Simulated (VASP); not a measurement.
# Al (a cell with a defect) in VASP: notebook, part 2 of 2

VASP 6.6.1. The steps go on from the part before.

## 3. Single point, r2SCAN

POSCAR

```
Al
1.0
    8.1000000000      0.0000000000      0.0000000000
    0.0000000000      8.1000000000      0.0000000000
    0.0000000000      0.0000000000      8.1000000000
Al
31
Direct
    0.4989369136     -0.0027345679      0.0018744444
    0.7500639506      0.2487214815      0.0011108642
    0.0012335802     -0.0027334568      0.0018706173
    0.2500695062      0.2497169136     -0.0030690123
    0.4963019753      0.5024111111     -0.0017225926
    0.7500727160      0.7510683951      0.0018286420
    0.2500869136     -0.0027466667      0.2473959259
    0.4889243210      0.2542583951      0.2464807407
    0.7500717284      0.5020111111      0.2463941975
    0.4901786420     -0.0028670370      0.5035918519
    0.7500798765      0.0289159259      0.2764611111
    0.7501125926     -0.0043040741      0.7534974074
    0.0038541975      0.5023953086     -0.0016920988
    0.2500675309      0.7489897531     -0.0011428395
    0.0112107407      0.2542551852      0.2465325926
    0.2500680247      0.5059869136      0.2469880247
    0.4990054321      0.7513719753      0.2472260494
    0.0099879012     -0.0028830864      0.5036054321
    0.2500945679      0.2509892593      0.5011583951
    0.4966302469      0.5015630864      0.5008372840
    0.7500739506      0.7517688889      0.4980551852
    0.2500827160     -0.0029733333      0.7553485185
    0.4969524691      0.2507366667      0.7518412346
    0.7500643210      0.4995417284      0.7496624691
    0.0011492593      0.7513518519      0.2472213580
    0.0035449383      0.5015807407      0.5008449383
    0.2500823457      0.7474313580      0.4999979012
    0.0032134568      0.2507354321      0.7518596296
    0.2500866667      0.5004182716      0.7507623457
    0.4962827160      0.7482841975      0.7524091358
    0.0038793827      0.7482954321      0.7524349383
```

INCAR.step1

```
ALGO     = Normal         # electronic algorithm
EDIFF    = 1E-4           # SCF threshold, eV
ENCUT    = 520            # plane-wave cutoff, eV
GGA      = PE             # functional
ISMEAR   = -1             # smearing method
LASPH    = True           # aspherical terms in the spheres
LCHARG   = False          # write CHGCAR
LREAL    = Auto         
LWAVE    = True           # write WAVECAR
NBANDS   = 68             # bands
NELM     = 60             # most SCF steps
PREC     = Accurate       # precision mode
SIGMA    = 0.05           # smearing width, eV
```

INCAR.step2

```
ALGO     = Normal         # electronic algorithm
EDIFF    = 1E-7           # SCF threshold, eV
ENCUT    = 520            # plane-wave cutoff, eV
ISIF     = 2              # what is computed and relaxed
ISMEAR   = -1             # smearing method
ISTART   = 1            
LASPH    = True           # aspherical terms in the spheres
LCHARG   = False          # write CHGCAR
LMIXTAU  = True         
LREAL    = Auto         
LWAVE    = False          # write WAVECAR
METAGGA  = R2SCAN         # meta-GGA
NBANDS   = 68             # bands
NELM     = 60             # most SCF steps
PREC     = Accurate       # precision mode
SIGMA    = 0.05           # smearing width, eV
```

KPOINTS

```
k-points
0
Gamma
  2 2 2
```

Potentials or basis: VASP PAW PBE potentials, release 64 (Al).

The run is started by

```sh
cat potpaw_PBE.64/Al/POTCAR > POTCAR
cp INCAR.step1 INCAR
mpirun -np 1 vasp_std > vasp.out
cp INCAR.step2 INCAR
mpirun -np 1 vasp_std > vasp.out
```

OUTCAR:

```text
EDIFF = 1E-7
   ENCUT = 520
   ISIF = 2
   ISMEAR = -1
   ISTART = 1
   LASPH = True
   LREAL = Auto
   METAGGA = R2SCAN
   NELM = 60
   PREC = Accurate

 ion  position               nearest neighbor table
   1  0.499  0.997  0.002-  17 2.81   7 2.83  22 2.84  14 2.85   6 2.85  30 2.85  12 2.86   4 2.87
                             8 2.87   2 2.88  23 2.88  11 3.03
   2  0.750  0.249  0.001-  11 2.85   9 2.86  12 2.87  24 2.88  23 2.88  28 2.88   1 2.88   3 2.88
                             8 2.90  15 2.90   5 2.91  13 2.91
   3  0.001  0.997  0.002-  25 2.81   7 2.83  22 2.84  14 2.85   6 2.85  31 2.85  12 2.86   4 2.87
                            15 2.88   2 2.88  28 2.88  11 3.03
   4  0.250  0.250  0.997-   8 2.80  15 2.80  28 2.82  23 2.82  22 2.83  29 2.85  13 2.86   5 2.86
                             3 2.87   1 2.87   7 2.88  16 2.90
   5  0.496  0.502  0.998-  30 2.82  14 2.82  29 2.83  16 2.84   8 2.84  17 2.85  23 2.85   4 2.86
                             9 2.87  24 2.88   6 2.88   2 2.91
   6  0.750  0.751  0.002-  12 2.82   9 2.83  17 2.84  25 2.84   1 2.85   3 2.85   5 2.88  13 2.88
                            31 2.88  30 2.88  24 2.88  11 3.16
   7  0.250  0.997  0.247-   1 2.83   3 2.83  17 2.83  25 2.83   8 2.84  15 2.84  10 2.84  18 2.84
                            14 2.85  27 2.88   4 2.88  19 2.91
   8  0.489  0.254  0.246-   4 2.80  11 2.80  16 2.81  19 2.83   7 2.84   5 2.84  20 2.87   1 2.87
                             2 2.90   9 2.92  10 2.95
   9  0.750  0.502  0.246-   6 2.83   2 2.86  25 2.87  17 2.87  21 2.87  13 2.87   5 2.87  20 2.91
[... 31 lines left out ...]
  25  0.001  0.751  0.247-   3 2.81  16 2.83   7 2.83   6 2.84  14 2.85  13 2.85   9 2.87  27 2.87
                            21 2.87  18 2.88  26 2.88  11 3.04
  26  0.004  0.502  0.501-  27 2.82  29 2.84  19 2.85  31 2.85  16 2.87  15 2.87  28 2.87  24 2.88
                            25 2.88  21 2.88   9 2.91
  27  0.250  0.747  0.500-  18 2.81  10 2.81  26 2.82  20 2.82  16 2.83  29 2.85  30 2.86  31 2.86
                            17 2.87  25 2.87   7 2.88  22 2.89
  28  0.003  0.251  0.752-   4 2.82  29 2.84  19 2.85  13 2.85  22 2.87  26 2.87  24 2.88  18 2.88
                             2 2.88   3 2.88  12 2.91
  29  0.250  0.500  0.751-   5 2.83  13 2.83  30 2.83  31 2.83  26 2.84  20 2.84  23 2.84  28 2.84
                            14 2.84   4 2.85  27 2.85  19 2.86
  30  0.496  0.748  0.752-   5 2.82  14 2.82  29 2.83  22 2.83  10 2.85  20 2.85   1 2.85  27 2.86
                            12 2.87  24 2.88   6 2.88  21 2.91
  31  0.004  0.748  0.752-  13 2.82  14 2.82  29 2.83  22 2.83  18 2.85  26 2.85   3 2.85  27 2.86
                            12 2.87  24 2.88   6 2.88  21 2.91

  LATTYP: Found a simple cubic cell.
 ALAT       =     8.1000000000

  Lattice vectors:

 A1 = (   8.1000000000,   0.0000000000,   0.0000000000)
 A2 = (   0.0000000000,   8.1000000000,   0.0000000000)
 A3 = (   0.0000000000,   0.0000000000,   8.1000000000)

Analysis of symmetry for initial positions (statically):
=====================================================================
 Subroutine PRICEL returns:
 Original cell was already a primitive cell.

 Routine SETGRP: Setting up the symmetry group for a
 simple cubic supercell.

 Subroutine GETGRP returns: Found  1 space group operations
 (whereof  1 operations were pure point group operations)
 out of a pool of 48 trial point group operations.

The static configuration has the point symmetry C_1 .

Analysis of symmetry for dynamics (positions and initial velocities):
=====================================================================
 Subroutine PRICEL returns:
 Original cell was already a primitive cell.

[... 132 lines left out ...]
   total plane-waves  NPLWV = 216000
   dimension x,y,z NGX =    60 NGY =   60 NGZ =   60
   dimension x,y,z NGXF=   120 NGYF=  120 NGZF=  120
   ions per type =              31
   NGX,Y,Z   is equivalent  to a cutoff of  12.31, 12.31, 12.31 a.u.
   NGXF,Y,Z  is equivalent  to a cutoff of  24.63, 24.63, 24.63 a.u.
 SYSTEM =  unknown system
   PREC   = accura    normal or accurate (medium, high low for compatibility)
   ISTART =      1    job   : 0-new  1-cont  2-samecut
   ICHARG =      0    charge: 1-file 2-atom 10-const
   ISPIN  =      1    spin polarized calculation?
   LNONCOLLINEAR =      F non collinear calculations
   LSORBIT =      F    spin-orbit coupling
   LASPH  =      T    aspherical Exc in radial PAW
   ENCUT  =  520.0 eV  38.22 Ry    6.18 a.u.  15.06 15.06 15.06*2*pi/ulx,y,z
   NELM   =     60;   NELMIN=  2; NELMDL=  0     # of ELM steps
   EDIFF  = 0.1E-06   stopping-criterion for ELM
   LREAL  =      T    real-space projection
   EDIFFG = 0.1E-05   stopping-criterion for IOM
   NSW    =      0    number of steps for IOM
   IBRION =     -1    ionic relax: 0-MD 1-quasi-New 2-CG
   NFREE  =      0    steps in history (QN), initial steepest desc. (CG)
   ISIF   =      2    stress and relaxation
   ISYM   =      2    0-nonsym 1-usesym 2-fastsym
   POTIM  = 0.5000    time-step for ionic-motion
   TEBEG  =    0.0;   TEEND  =   0.0 temperature during run
   PSTRESS=    0.0 pullay stress
   NELECT =      93.0000    total number of electrons
   NUPDOWN=      -1.0000    fix difference up-down
   EMIN   =  10.00;   EMAX   =-10.00  energy-range for DOS
   EFERMI =   0.00;   METHOD = LEGACY
   ISMEAR =    -1;   SIGMA  =   0.05  broadening in eV -4-tet -1-fermi 0-gaus
   EFERMI_NEDOS =   21; number of points for ismear=-14 and -15
   IALGO  =     38    algorithm
   IMIX   =      4    mixing-type and parameters
     AMIX     =   0.40;   BMIX     =  1.00
     AMIX_MAG =   1.60;   BMIX_MAG =  1.00
  volume/ion in A,a.u.               =      17.14       115.69
  Fermi-wavevector in a.u.,A,eV,Ry     =   0.915695  1.730412 11.408446  0.838497
  Thomas-Fermi vector in A             =   2.040466
   LORBIT       =      0    0 simple, 1 ext, 2 COOP (PROOUT), +10 PAW based schemes
   METAGGA = R2SCAN    functional components
   LHFCALC =     F    Hartree Fock is set to
   AEXX    =    0.0000 exact exchange contribution
   IVDW    =     0    specifies the selected vdW correction
   LEPSILON=     F    determine dielectric tensor
   LRPA    =     F    only Hartree local field effects (RPA)
 non-spin polarized calculation
  energy-cutoff  :      520.00
  volume of cell :      531.44
 maximum number of plane-waves:     14400
   NGX = 31   NGY = 31   NGZ = 31

 number of electron      93.0000000 magnetization

 Free energy of the ion-electron system (eV)
  ---------------------------------------------------
  ext. energy  EPLUGINS =         0.00000000
  ---------------------------------------------------
  free energy    TOTEN  =      -206.98359388 eV

  energy without entropy =     -206.79489348  energy(sigma->0) =     -206.88924368

 E-fermi :   7.2828     XC(G=0): -10.7085

 val. band max:        7.2588183956   @ k =   0.5000   0.5000   0.5000
 cond. band min:       7.2921512995   @ k =   0.5000   0.5000   0.5000
 fundamental gap:      0.0333329039
 Fermi energy:         7.2827785766

 k-point     1 :       0.0000    0.0000    0.0000
  band No.  band energies     occupation
      1      -4.0702      2.00000
      2      -1.8002      2.00000
      3      -1.7822      2.00000
      4      -1.7339      2.00000
      5      -1.7207      2.00000
      6      -1.6989      2.00000
[... 477 lines left out ...]
     57      11.2159      0.00000
     58      11.2578      0.00000
 [bands above 58 left out]

------------------------ aborting loop because EDIFF is reached ----------------------------------------

  FORCE on cell =-STRESS in cart. coord.  units (eV):
  Direction    XX          YY          ZZ          XY          YZ          ZX
  --------------------------------------------------------------------------------------
  -------------------------------------------------------------------------------------
  Total      -13.8777126    -13.9154747    -13.9335212     -0.0014617      0.3169176     -0.0009856
  in kB      -41.8382407    -41.9520853    -42.0064915     -0.0044066      0.9554366     -0.0029714
  external PRESSURE =     -41.9322725 kB  Pullay stress =       0.0000000 kB

 VOLUME and BASIS-vectors are now :
 -----------------------------------------------------------------------------
  energy-cutoff  :      520.00
  volume of cell :      531.44
      direct lattice vectors                 reciprocal lattice vectors
     8.100000000  0.000000000  0.000000000     0.123456790  0.000000000  0.000000000
     0.000000000  8.100000000  0.000000000     0.000000000  0.123456790  0.000000000
     0.000000000  0.000000000  8.100000000     0.000000000  0.000000000  0.123456790

 POSITION                                       TOTAL-FORCE (eV/Angst)
 -----------------------------------------------------------------------------------
      4.04139      8.07785      0.01518         0.000727      0.015433      0.010291
      6.07552      2.01464      0.00900         0.000757      0.027749     -0.003003
      0.00999      8.07786      0.01515        -0.001372      0.015901      0.011839
      2.02556      2.02271      8.07514        -0.000063      0.009059      0.026596
      4.02005      4.06953      8.08605         0.009645      0.020160      0.019355
      6.07559      6.08365      0.01481        -0.000172      0.045625      0.037914
[... 23 lines left out ...]
      4.01989      6.06110      6.09451         0.010909      0.020273      0.019482
      0.03142      6.06119      6.09472        -0.011491      0.019045      0.018164
 -----------------------------------------------------------------------------------
    total drift:                                0.002149     -0.003424      0.005611

  FREE ENERGIE OF THE ION-ELECTRON SYSTEM (eV)
  ---------------------------------------------------
  free  energy   TOTEN  =      -206.9835938806 eV

  energy  without entropy=     -206.7948934820  energy(sigma->0) =     -206.88924368
```

Run time: 9.3 min. Hardware: 1 thread of Intel Xeon 6975P-C (Granite Rapids), shared host; peak memory 0.61 GiB.

What came out:

* Free energy: -206.9836 eV
* Pressure: -4.2 GPa
* Largest force: 0.513 eV/Å
* Band gap on the k mesh: zero (an odd number of electrons rules out a gap without spin polarisation)

Forces on the atoms (eV/Å):
```
Al   0.001  0.015  0.010
Al   0.001  0.028 -0.003
Al  -0.001  0.016  0.012
Al   0.000  0.009  0.027
Al   0.010  0.020  0.019
Al   0.000  0.046  0.038
Al  -0.001  0.003  0.001
Al   0.071 -0.028  0.032
Al   0.000  0.044 -0.013
Al   0.050  0.026 -0.017
Al   0.000 -0.385 -0.339
Al  -0.001 -0.004  0.020
Al  -0.011  0.020  0.018
Al   0.001  0.012  0.011
Al  -0.071 -0.028  0.030
Al   0.001 -0.007  0.007
Al   0.000  0.022  0.016
Al  -0.051  0.026 -0.018
Al   0.000  0.005  0.004
Al   0.003  0.021 -0.003
Al   0.000 -0.009  0.033
Al   0.001  0.009 -0.001
Al  -0.004 -0.004  0.017
Al   0.001  0.019  0.011
Al  -0.001  0.023  0.015
Al  -0.003  0.021 -0.003
Al   0.000  0.022  0.003
Al   0.003 -0.003  0.017
Al   0.001  0.022  0.020
Al   0.011  0.020  0.019
Al  -0.011  0.019  0.018
```

Stress tensor (GPa, compression positive):
```
-4.18  0.00  0.00
 0.00 -4.20  0.10
 0.00  0.10 -4.20
```

Levels at points of the mesh, in eV from the Fermi level:
```
           k point  band 44  band 45  band 46  band 47  band 48  band 49
(0.00, 0.00, 0.00)    -0.14    -0.14     0.39     0.54     0.56     0.59
(0.50, 0.00, 0.00)    -0.14    -0.14    -0.13    -0.10    -0.09     0.06
(0.00, 0.50, 0.00)    -0.13    -0.10    -0.07    -0.05     0.02     0.03
(0.00, 0.00, 0.50)    -0.13    -0.10    -0.07    -0.06     0.02     0.02
(0.50, 0.50, 0.00)    -0.83     0.03     0.04     0.11     0.80     1.26
(0.00, 0.50, 0.50)    -0.92     0.05     0.06     0.10     0.81     1.28
(0.50, 0.00, 0.50)    -0.83     0.03     0.04     0.10     0.80     1.26
(0.50, 0.50, 0.50)    -0.43    -0.42    -0.40    -0.36    -0.36    -0.25
```

Caveat: the k points lie up to 0.39 Å⁻¹ apart, too coarse for converged energies and pressures of a metal; the PAW data sets were made with another functional, which shifts forces and pressure a little.

The gap in the log of VASP goes by the Fermi energy; the results here count the filled bands.